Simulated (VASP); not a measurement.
Set up this calculation in VASP 6.6.1, as the native input.

| Item | Value |
| --- | --- |
| Task | single point |
| Functional | LDA |
| Potentials or basis | VASP PAW LDA potentials, release 64 (Ta_pv, Os) |
| Cutoff | 520 eV |
| k mesh | 9 × 9 × 3 |
| Occupations | methfessel-paxton, width 0.05 eV |
| Spin | no spin polarisation |
| Dipole correction | no |
| Further INCAR settings | ALGO = Normal; EDIFF = 1e-07; NBANDS = 26 |

The structure of TaOs3 lies in POSCAR:

```
TaOs3
1.0
    2.7876500000      0.0000000000      0.0000000000
   -1.3938200000      2.4141700000      0.0000000000
    0.0000000000      0.0000000000      9.0869900000
Ta Os
1 3
Direct
    0.6666666667      0.3333333333      0.0000000000
    0.6666666667      0.3333333333      0.5000000000
    0.3333333333      0.6666666667      0.2647900000
    0.3333333333      0.6666666667      0.7352100000
```

One way to write it, as run:

INCAR

```
  ALGO = Normal
  EDIFF = 1E-7
  ENCUT = 520
  GGA = CA
  ISIF = 2
  ISMEAR = 1
  LASPH = T
  LCHARG = F
  LREAL = F
  LWAVE = F
  NBANDS = 26
  NELM = 80
  PREC = Accurate
  SIGMA = 0.05
```

KPOINTS

```
k-points
0
Gamma
  9 9 3
```

Potentials or basis: VASP PAW LDA potentials, release 64 (Ta_pv, Os).

Command:

```bash
$ cat potpaw_LDA.64/Ta_pv/POTCAR potpaw_LDA.64/Os/POTCAR > POTCAR
$ mpirun -np 1 vasp_std > vasp.out
```

Results of the run:

```
Pressure      : -15.9 GPa
Largest force : 0.210 eV/Å
```

Run time: 48 s on 1 thread of Intel(R) Xeon(R) Platinum 8488C (Sapphire Rapids) (shared host), peak memory 0.18 GiB.
